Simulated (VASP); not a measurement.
# K4InAs2 (P1) in VASP: single point with r2SCAN

Aim: the single point of K4InAs2 with r2SCAN.

Everything below comes from runs of VASP 6.6.1. Logs are shortened: lines on timing, memory, paths and dates and some standing lists are left out, and cuts for length are marked.

### Step 1. The cell of the first run

The typed cell holds 7 atoms: a = 6.010 Å, b = 5.905 Å, c = 9.808 Å, α = 108.66°, β = 109.37°, γ = 60.69°.

### Step 2. Single point, r2SCAN

Input file POSCAR:

```
K4InAs2
1.0
    3.0616945900      5.1703636400     -0.0945593500
   -2.9578576000      5.1104125800     -0.0621654100
   -0.0836532800     -3.5639072500      9.1372884000
In K As
1 4 2
Direct
    0.9788430000      0.9967670000      0.0133460000
    0.3674450000      0.3858240000      0.1192430000
    0.6383550000      0.5831930000      0.8537300000
    0.1877820000      0.2212300000      0.6169970000
    0.7941400000      0.7769000000      0.3664750000
    0.1122540000      0.0686730000      0.2420230000
    0.9058900000      0.9215830000      0.7625080000
```

Input file INCAR.step1:

```
  ALGO = Normal
  EDIFF = 1E-4
  ENCUT = 520
  GGA = PE
  ISMEAR = 0
  LASPH = True
  LCHARG = False
  LREAL = False
  LWAVE = True
  NBANDS = 38
  NELM = 100
  PREC = Accurate
  SIGMA = 0.1823
```

Input file INCAR.step2:

```
  ALGO = Normal
  EDIFF = 1E-6
  ENCUT = 520
  ISIF = 2
  ISMEAR = 0
  ISTART = 1
  LASPH = True
  LCHARG = False
  LMIXTAU = True
  LREAL = False
  LWAVE = False
  METAGGA = R2SCAN
  NBANDS = 38
  NELM = 100
  PREC = Accurate
  SIGMA = 0.1823
```

Input file KPOINTS:

```
Automatic mesh
0
Gamma
  4 4 2
  0.5 0.5 0
```

Potentials or basis: VASP PAW PBE potentials, release 64 (In_d, K_sv, As).

Launch:

```console
> cat potpaw_PBE.64/In_d/POTCAR potpaw_PBE.64/K_sv/POTCAR potpaw_PBE.64/As/POTCAR > POTCAR
> cp INCAR.step1 INCAR
> mpirun -np 1 vasp_std > vasp.out
> cp INCAR.step2 INCAR
> mpirun -np 1 vasp_std > vasp.out
```

OUTCAR:

```text
EDIFF = 1E-6
   ENCUT = 520
   ISIF = 2
   ISMEAR = 0
   ISTART = 1
   LASPH = True
   LREAL = False
   METAGGA = R2SCAN
   NELM = 100
   PREC = Accurate

 ion  position               nearest neighbor table
   1  0.979  0.997  0.013-   6 2.09   7 2.28   2 3.48   2 3.55   3 3.59   3 3.61   2 3.73
   2  0.367  0.386  0.119-   1 3.48   1 3.55   1 3.73
   3  0.638  0.583  0.854-   7 3.35   1 3.59   1 3.61
   4  0.188  0.221  0.617-
   5  0.794  0.777  0.366-
   6  0.112  0.069  0.242-   1 2.09
   7  0.906  0.922  0.763-   1 2.28   3 3.35

  LATTYP: Found a triclinic cell.
 ALAT       =     6.0096235658
 B/A-ratio  =     1.0017162993
 C/A-ratio  =     1.8661069461
 COS(alpha) =     0.0034551968
 COS(beta)  =     0.5036128827
 COS(gamma) =     0.5180853000

  Lattice vectors:

 A1 = (  -3.0616945900,  -5.1703636400,   0.0945593500)
 A2 = (  -6.0195521900,  -0.0599510600,   0.0323939400)
 A3 = (  -0.0201837100,  -6.7168689700,  -8.9805636400)

Analysis of symmetry for initial positions (statically):
=====================================================================
 Subroutine PRICEL returns:
 Original cell was already a primitive cell.

 Routine SETGRP: Setting up the symmetry group for a
 triclinic supercell.

 Subroutine GETGRP returns: Found  1 space group operations
 (whereof  1 operations were pure point group operations)
 out of a pool of  2 trial point group operations.

The static configuration has the point symmetry C_1 .

Analysis of symmetry for dynamics (positions and initial velocities):
=====================================================================
 Subroutine PRICEL returns:
 Original cell was already a primitive cell.

 Routine SETGRP: Setting up the symmetry group for a
 triclinic supercell.

 Subroutine GETGRP returns: Found  1 space group operations
 (whereof  1 operations were pure point group operations)
 out of a pool of  2 trial point group operations.

The dynamic configuration has the point symmetry C_1 .

 Subroutine INISYM returns: Found  1 space group operations
 (whereof  1 operations are pure point group operations),
 and found     1 'primitive' translations

----------------------------------------------------------------------------------------

                                     Primitive cell

  volume of cell :     281.0165

  direct lattice vectors                    reciprocal lattice vectors
     3.061694590  5.170363640 -0.094559350     0.165377341  0.096193633  0.039033412
    -2.957857600  5.110412580 -0.062165410    -0.166915831  0.099523253  0.037289902
    -0.083653280 -3.563907250  9.137288400     0.000575836  0.001672587  0.110099306

  length of vectors
     6.009623566  5.905006593  9.808081977     0.195260050  0.197879532  0.110113516

  position of ions in fractional coordinates (direct lattice)
     0.978843000  0.996767000  0.013346000
     0.367445000  0.385824000  0.119243000
     0.638355000  0.583193000  0.853730000
     0.187782000  0.221230000  0.616997000
     0.794140000  0.776900000  0.366475000
     0.112254000  0.068673000  0.242023000
     0.905890000  0.921583000  0.762508000

  ion indices of the primitive-cell ions
   primitive index   ion index
                 1           1
                 2           2
                 3           3
                 4           4
                 5           5
                 6           6
                 7           7

----------------------------------------------------------------------------------------

 KPOINTS: Automatic mesh

Automatic generation of k-mesh.
 Grid dimensions read from file:
 generate k-points for:    4    4    2

 Generating k-lattice:

  Cartesian coordinates                     Fractional coordinates (reciprocal lattice)
     0.041344335  0.024048408  0.009758353     0.250000000 -0.000000000  0.000000000
    -0.041728958  0.024880813  0.009322475    -0.000000000  0.250000000 -0.000000000
     0.000287918  0.000836294  0.055049653     0.000000000  0.000000000  0.500000000

  Length of vectors
     0.048815013  0.049469883  0.055056758

  Shift w.r.t. Gamma in fractional coordinates (k-lattice)
     0.500000000  0.500000000  0.000000000

 Subroutine IBZKPT returns following result:
 ===========================================

 Found     16 irreducible k-points:

 Following reciprocal coordinates:
            Coordinates               Weight
  0.125000  0.125000  0.000000      2.000000
  0.375000  0.125000  0.000000      2.000000
 -0.375000  0.125000 -0.000000      2.000000
 -0.125000  0.125000 -0.000000      2.000000
  0.125000  0.375000  0.000000      2.000000
  0.375000  0.375000  0.000000      2.000000
[... 8 lines left out ...]
 -0.375000  0.375000  0.500000      2.000000
 -0.125000  0.375000  0.500000      2.000000
   k-points           NKPTS =     16   k-points in BZ     NKDIM =     16   number of bands    NBANDS=     38
   number of dos      NEDOS =    301   number of ions     NIONS =      7
   total plane-waves  NPLWV = 184320
   dimension x,y,z NGX =    48 NGY =   48 NGZ =   80
   dimension x,y,z NGXF=    96 NGYF=   96 NGZF=  160
   ions per type =               1   4   2
   NGX,Y,Z   is equivalent  to a cutoff of  13.28, 13.51, 13.56 a.u.
   NGXF,Y,Z  is equivalent  to a cutoff of  26.56, 27.03, 27.12 a.u.
 SYSTEM =  unknown system
   PREC   = accura    normal or accurate (medium, high low for compatibility)
   ISTART =      1    job   : 0-new  1-cont  2-samecut
   ICHARG =      0    charge: 1-file 2-atom 10-const
   ISPIN  =      1    spin polarized calculation?
   LNONCOLLINEAR =      F non collinear calculations
   LSORBIT =      F    spin-orbit coupling
   LASPH  =      T    aspherical Exc in radial PAW
   ENCUT  =  520.0 eV  38.22 Ry    6.18 a.u.  11.17 10.98 18.24*2*pi/ulx,y,z
   NELM   =    100;   NELMIN=  2; NELMDL=  0     # of ELM steps
   EDIFF  = 0.1E-05   stopping-criterion for ELM
   LREAL  =      F    real-space projection
   EDIFFG = 0.1E-04   stopping-criterion for IOM
   NSW    =      0    number of steps for IOM
   IBRION =     -1    ionic relax: 0-MD 1-quasi-New 2-CG
   NFREE  =      0    steps in history (QN), initial steepest desc. (CG)
   ISIF   =      2    stress and relaxation
   ISYM   =      2    0-nonsym 1-usesym 2-fastsym
   POTIM  = 0.5000    time-step for ionic-motion
   TEBEG  =    0.0;   TEEND  =   0.0 temperature during run
   PSTRESS=    0.0 pullay stress
   NELECT =      59.0000    total number of electrons
   NUPDOWN=      -1.0000    fix difference up-down
   EMIN   =  10.00;   EMAX   =-10.00  energy-range for DOS
   EFERMI =   0.00;   METHOD = LEGACY
   ISMEAR =     0;   SIGMA  =   0.18  broadening in eV -4-tet -1-fermi 0-gaus
   EFERMI_NEDOS =   21; number of points for ismear=-14 and -15
   IALGO  =     38    algorithm
   IMIX   =      4    mixing-type and parameters
     AMIX     =   0.40;   BMIX     =  1.00
     AMIX_MAG =   1.60;   BMIX_MAG =  1.00
  volume/ion in A,a.u.               =      40.15       270.91
  Fermi-wavevector in a.u.,A,eV,Ry     =   0.973005  1.838712 12.881152  0.946738
  Thomas-Fermi vector in A             =   2.103349
   LORBIT       =      0    0 simple, 1 ext, 2 COOP (PROOUT), +10 PAW based schemes
   METAGGA = R2SCAN    functional components
   LHFCALC =     F    Hartree Fock is set to
   AEXX    =    0.0000 exact exchange contribution
   IVDW    =     0    specifies the selected vdW correction
   LEPSILON=     F    determine dielectric tensor
   LRPA    =     F    only Hartree local field effects (RPA)
 non-spin polarized calculation
 Gauss-broadening in eV      SIGMA  =   0.18
  energy-cutoff  :      520.00
  volume of cell :      281.02
 maximum number of plane-waves:      7584
 NGX is ok and might be reduce to    48
   NGX = 23   NGY = 21   NGZ = 37

 number of electron      59.0000003 magnetization

 Free energy of the ion-electron system (eV)
  ---------------------------------------------------
  ext. energy  EPLUGINS =         0.00000000
  ---------------------------------------------------
  free energy    TOTEN  =       -77.33554309 eV

  energy without entropy =      -77.28189486  energy(sigma->0) =      -77.30871897

 E-fermi :   2.3851     XC(G=0):  -7.4975

 val. band max:        2.3345440378   @ k =   0.1250   0.3750   0.0000
 cond. band min:       2.3909185208   @ k =   0.3750   0.1250   0.0000
 fundamental gap:      0.0563744830
 Fermi energy:         2.3850789877

 k-point     1 :       0.1250    0.1250    0.0000
  band No.  band energies     occupation
      1     -31.6242      2.00000
      2     -31.5277      2.00000
      3     -31.4508      2.00000
      4     -31.3995      2.00000
      5     -15.2347      2.00000
      6     -14.4205      2.00000
[... 30 lines left out ...]
     37       5.1676      0.00000
     38       5.4619      0.00000

 k-point     2 :       0.3750    0.1250    0.0000
  band No.  band energies     occupation
      1     -31.6240      2.00000
      2     -31.5277      2.00000
      3     -31.4504      2.00000
      4     -31.4000      2.00000
      5     -15.2346      2.00000
      6     -14.4146      2.00000
[... 30 lines left out ...]
     37       5.1626      0.00000
     38       5.4086      0.00000

 k-point     3 :      -0.3750    0.1250   -0.0000
  band No.  band energies     occupation
      1     -31.6239      2.00000
      2     -31.5276      2.00000
      3     -31.4503      2.00000
      4     -31.4001      2.00000
      5     -15.2344      2.00000
      6     -14.4133      2.00000
[... 30 lines left out ...]
     37       5.4658      0.00000
     38       5.6533      0.00000

 k-point     4 :      -0.1250    0.1250   -0.0000
  band No.  band energies     occupation
      1     -31.6242      2.00000
      2     -31.5276      2.00000
      3     -31.4508      2.00000
      4     -31.3996      2.00000
      5     -15.2345      2.00000
      6     -14.4147      2.00000
[... 30 lines left out ...]
     37       5.0890      0.00000
     38       5.3678      0.00000
[... 375 lines left out ...]
      4     -31.4001      2.00000
      5     -15.2353      2.00000
      6     -14.4194      2.00000
[... 30 lines left out ...]
     37       5.2565      0.00000
     38       5.7375      0.00000

 k-point    15 :      -0.3750    0.3750    0.5000
  band No.  band energies     occupation
      1     -31.6238      2.00000
      2     -31.5276      2.00000
      3     -31.4504      2.00000
      4     -31.4002      2.00000
      5     -15.2351      2.00000
      6     -14.4185      2.00000
[... 30 lines left out ...]
     37       5.3671      0.00000
     38       5.7310      0.00000

 k-point    16 :      -0.1250    0.3750    0.5000
  band No.  band energies     occupation
      1     -31.6239      2.00000
      2     -31.5275      2.00000
      3     -31.4507      2.00000
      4     -31.3998      2.00000
      5     -15.2353      2.00000
      6     -14.4142      2.00000
[... 30 lines left out ...]
     37       5.4592      0.00000
     38       5.6824      0.00000

------------------------ aborting loop because EDIFF is reached ----------------------------------------

  FORCE on cell =-STRESS in cart. coord.  units (eV):
  Direction    XX          YY          ZZ          XY          YZ          ZX
  --------------------------------------------------------------------------------------
  -------------------------------------------------------------------------------------
  Total       -0.6043050     -0.2132071     23.6649041     -0.2516874      2.0400866      1.6354166
  in kB       -3.4453628     -1.2155710    134.9222294     -1.4349616     11.6312759      9.3241048
  external PRESSURE =      43.4204319 kB  Pullay stress =       0.0000000 kB

 VOLUME and BASIS-vectors are now :
 -----------------------------------------------------------------------------
  energy-cutoff  :      520.00
  volume of cell :      281.02
      direct lattice vectors                 reciprocal lattice vectors
     3.061694590  5.170363640 -0.094559350     0.165377341  0.096193633  0.039033412
    -2.957857600  5.110412580 -0.062165410    -0.166915831  0.099523253  0.037289902
    -0.083653280 -3.563907250  9.137288400     0.000575836  0.001672587  0.110099306

 POSITION                                       TOTAL-FORCE (eV/Angst)
 -----------------------------------------------------------------------------------
      0.04751     10.10730     -0.03258        -0.602479     -0.896630     -5.233365
     -0.02618      3.44657      1.03083         0.147408     -0.194142      0.260914
      0.15803      3.23827      7.70416        -0.337290      0.012072     -0.279399
     -0.13105     -0.09744      5.60617         0.119994     -0.025687      0.016743
      0.10280      6.77019      3.22520        -0.017443      0.075083      0.087515
      0.12032      0.06879      2.19655         0.538788      0.879540      8.343353
     -0.01614      6.67594      6.82430         0.151022      0.149764     -3.195760
 -----------------------------------------------------------------------------------
    total drift:                                0.000671     -0.000455     -0.000216

  FREE ENERGIE OF THE ION-ELECTRON SYSTEM (eV)
  ---------------------------------------------------
  free  energy   TOTEN  =       -77.3355430890 eV

  energy  without entropy=      -77.2818948589  energy(sigma->0) =      -77.30871897
```

Wall time 18 min (1 thread of Intel Xeon Platinum 8259CL at 2.50GHz (Skylake/Cascade Lake), shared host); peak memory 0.57 GiB.

Results:

```
Free energy            : -77.3355 eV
Pressure               : 4.3 GPa
Largest force          : 8.407 eV/Å
Band gap on the k mesh : zero (an odd number of electrons rules out a gap without spin polarisation)
```

Forces on the atoms (eV/Å):
```
In  -0.602 -0.897 -5.233
K    0.147 -0.194  0.261
K   -0.337  0.012 -0.279
K    0.120 -0.026  0.017
K   -0.017  0.075  0.088
As   0.539  0.880  8.343
As   0.151  0.150 -3.196
```

Levels at points of the mesh, in eV from the Fermi level:
```
           k point  band 25  band 26  band 27  band 28  band 29  band 30  band 31  band 32  band 33  band 34
(0.12, 0.12, 0.00)    -3.50    -3.39    -3.36    -2.22    -2.20    -0.82     0.55     0.94     1.30     1.75
```

Caveat: the cell stands under pressure; the PAW data sets were made with another functional, which shifts forces and pressure a little; spin-orbit coupling is left out, which moves the levels of the heavy elements.
